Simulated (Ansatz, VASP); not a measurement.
# CdSe in VASP and in Ansatz

```
Cd Se
1.0
     0.00000    2.84618    2.84618
     2.84618    0.00000    2.84618
     3.00500    3.00500   -0.15882
Cd Se
1 1
Direct
  0.00000 0.00000 0.00000
  0.75000 0.75000 0.75000
```

Alike in both runs: task single point; functional PBE; k mesh 10 × 10 × 10; occupations gaussian, width 0.05 eV; no spin polarisation.

```csv
,VASP,Ansatz
version,VASP 6.6.1,Ansatz 0.2.0
potentials or method,"VASP PAW PBE potentials, release 64 (Cd, Se), cutoff 520 eV","scalar-relativistic, plane waves, PAW"
valence electrons in the cell,18,36
```

```csv
,VASP,Ansatz,Ansatz less VASP
gap on the k mesh at the Fermi level (eV),0.70,0.70,-0.004
least direct gap on the mesh (eV),0.70,0.70,-0.004
pressure (GPa),13.0,12.5,-0.56
"traceless stress, the component that is largest in VASP (GPa)",-3.57,-3.48,+0.081
rms of the force components (eV/Å),0.550,0.531,-0.0187
```

Atom by atom the forces differ by 0.019 eV/Å (rms over components). With one functional, cell and mesh, what is left measures potentials, basis and numerics. VASP's potentials hold 18 valence electrons a cell and Ansatz's 36, so a difference there can come from the potentials and not from the codes.
